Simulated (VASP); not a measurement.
Set up this calculation in VASP 6.6.1, as the native input.

```yaml
Task: single point
Functional: PBE
Dispersion: D3(BJ)
Potentials_or_basis: VASP PAW PBE potentials, release 64 (C_h, O_h)
Cutoff: 1000 eV
k_mesh: 1 × 1 × 1
Occupations: fermi-dirac, width 0.02 eV
Spin: no spin polarisation
Dipole_correction: no
Further_INCAR_settings: LREAL = Auto; ALGO = Normal; EDIFF = 1e-06; NBANDS = 82
```

The structure of CO2 lies in POSCAR:

```
CO2
1.0
    8.8211610000      0.0000000000      0.0000000000
    0.0000000000      8.8211610000      0.0000000000
    0.0000000000      0.0000000000      8.8211610000
C O
8 16
Direct
    0.1295395143      0.9918691211      0.8827589925
   -0.0265838981      0.6206426803      0.7889383022
    0.7584833012      0.2807630264      0.6848692839
    0.4215712383      0.0660311383      0.6099336597
    0.4612645129      0.8136049450      0.0867161890
    0.0381156472      0.0361852064      0.3637675728
    0.7023028449      0.1692854435      0.1152489896
    0.3314604352      0.5406704377      0.5453645819
    0.1221129343      1.0624831336      0.9945029204
    0.1378588085      0.9220988816      0.7699068946
   -0.0360596681      0.6470369301      0.9186140815
   -0.0167917617      0.5934139980      0.6593879431
    0.6955122755      0.3868415582      0.7339676271
    0.8209380087      0.1748741337      0.6350393708
    0.4655121015      0.0742004530      0.7351204999
    0.3785598315      0.0583733066      0.4850381079
    0.3319273463      0.7877187446      0.1009705836
    0.5906208971      0.8392492292      0.0712874488
    0.0305307699     -0.0937948505      0.3885597121
    0.0444866563      0.1663731912      0.3387792300
    0.6235344602      0.1765103383      0.2217333494
    0.7810478663      0.1624108836      0.0088018836
    0.3587866475      0.6563897122      0.4865882820
    0.3052392303      0.4249684578      0.6049183935
```

These files were run (other wordings do the same):

INCAR

```
SYSTEM = CO2
PREC = Accurate
ENCUT = 1000
EDIFF = 1E-6
ISMEAR = -1
SIGMA = 0.02
LREAL = Auto
LASPH = .TRUE.
NELM = 120
ALGO = Normal
ISIF = 2
LWAVE = .FALSE.
LCHARG = .FALSE.
GGA = PE
IVDW = 12
NBANDS = 82
GGA_COMPAT = .FALSE.
```

KPOINTS

```
Automatic mesh
0
G
  1 1 1
  0 0 0
```

Potentials or basis: VASP PAW PBE potentials, release 64 (C_h, O_h).

The run is started by

```bash
$ cat potpaw_PBE.64/C_h/POTCAR potpaw_PBE.64/O_h/POTCAR > POTCAR
$ mpirun -np 1 vasp_gam > vasp.out
```

Results of the run:

| Item | Value |
| --- | --- |
| Pressure | -0.1 GPa |
| Largest force | 0.075 eV/Å |
| Dispersion energy per atom | -0.035 eV |

Caveat: the k points lie up to 0.71 Å⁻¹ apart.

Run time: 6.2 min on 1 thread of AMD EPYC 7R13 Processor (Zen 3), on a shared host, peak memory 1.4 GiB.
